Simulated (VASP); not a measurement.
Crystal: LiIn4.

```
CELL_PARAMETERS angstrom
3.38798 0.00000 0.00000
-1.69399 2.93407 0.00000
0.00000 0.00000 12.67364
ATOMIC_POSITIONS crystal
Li 0.00000 0.00000 0.50000
In 0.33333 0.66667 0.89794
In 0.66667 0.33333 0.10206
In 0.33333 0.66667 0.30617
In 0.66667 0.33333 0.69383
```

The cell was built from a structure type or drawn by symmetry, and may not be a known phase.

```yaml
Program: VASP 6.6.1
Task: relaxation of cell and atoms
Functional: PBE
Potentials_or_basis: VASP PAW PBE potentials, release 64 (Li_sv, In_d)
Cutoff: 600 eV
k_mesh: 6 × 6 × 2
Occupations: gaussian, width 0.1 eV
Spin: no spin polarisation
```

At the start: pressure 0.8 GPa; volume 25.20 Å³/atom.

Task: How do energy, volume and symmetry change on relaxing?

Result: Over 9 steps the energy falls by 15.5 meV/atom and the volume is 25.33 Å³/atom (+0.5 %); space group P-3m1 (No. 164, to 0.1 Å) before and after.

Step by step:
```
step  energy change (eV)  largest force (eV/Å)  pressure (GPa)  volume (Å³)
   1              0.0000                0.4642            0.82       125.98
   2             -0.0296                0.3318            0.06       128.34
   3             -0.0382                0.2211           -0.57       130.46
   4             -0.0496                0.1812           -0.34       129.15
   5             -0.0607                0.1349            0.20       126.48
   6             -0.0697                0.1054            0.13       126.57
   7             -0.0752                0.0619           -0.04       126.75
   8             -0.0755                0.0674           -0.02       126.72
   9             -0.0774                0.0212           -0.03       126.63
```

Final structure:
```
Li In
1.0
     3.38953    0.00000    0.00000
    -1.69476    2.93542    0.00000
     0.00000    0.00000   12.72665
Li In
1 4
Direct
  0.00000 0.00000 0.50000
  0.33333 0.66667 0.89511
  0.66667 0.33333 0.10489
  0.33333 0.66667 0.31963
  0.66667 0.33333 0.68037
```

Caveat: the cutoff is under 1.25 times the usual one of these potentials, so pressure, stress and relaxed cells hold a basis-set (Pulay) error.
